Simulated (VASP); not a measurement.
A run of VASP 6.6.1 is set up as follows.

INCAR

```
SYSTEM = ZnS
PREC = Accurate
ENCUT = 520
EDIFF = 1E-7
ISMEAR = 0
SIGMA = 0.01
LREAL = .False.
LASPH = .True.
NELM = 60
ALGO = Normal
ISIF = 2
LWAVE = .False.
LCHARG = .False.
GGA = PE
NBANDS = 26
```

File KPOINTS:

```
regular mesh
0
Gamma
  6 6 4
  0 0 0
```

The input POSCAR:

```
ZnS
1.0
    3.9341436045      0.0000000000      0.0000000000
   -1.9670718022      3.4070683036      0.0000000000
    0.0000000000      0.0000000000      5.9504166792
Zn S
2 2
Direct
    0.3333333333      0.6666666667      0.2500000000
    0.6666666667      0.3333333333      0.7500000000
    0.6666666667      0.3333333333      0.2500000000
    0.3333333333      0.6666666667      0.7500000000
```

Potentials or basis: VASP PAW PBE potentials, release 64 (Zn, S).

Run with:

```sh
$ cat potpaw_PBE.64/Zn/POTCAR potpaw_PBE.64/S/POTCAR > POTCAR
$ mpirun -np 1 vasp_std > vasp.out
```

(1) Predict the band gap on the k mesh.

(2) Estimate the pressure.

## Answers

(1) 1.57 eV.

(2) 2.4 GPa.
